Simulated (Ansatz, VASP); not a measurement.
**One calculation of CaO, two programs**

```
CELL_PARAMETERS angstrom
0.00000 2.48915 2.48915
2.48915 0.00000 2.48915
2.48915 2.48915 0.00000
ATOMIC_POSITIONS crystal
Ca 0.00000 0.00000 0.00000
O 0.50000 0.50000 0.50000
```

Change from the starting cell: volume scaled by 1.05.

Alike in both runs: task single point; functional PBE; k mesh 9 × 9 × 9; occupations fermi-dirac, width 0.03 eV; no spin polarisation.

|  | VASP | Ansatz |
| --- | --- | --- |
| version | VASP 6.6.1 | Ansatz 0.2.0 |
| potentials or method | VASP PAW PBE potentials, release 64 (Ca_sv, O), cutoff 520 eV | all-electron LAPW, scalar-relativistic |

VASP gave:

```
gap on the k mesh at the Fermi level (eV) : 3.69
pressure (GPa)                            : -7.5
```

Question: Which values does Ansatz return?

Answer: gap on the k mesh at the Fermi level (eV): 3.70; pressure (GPa): -7.8.

Ansatz ran all-electron here, and VASP with PAW potentials.
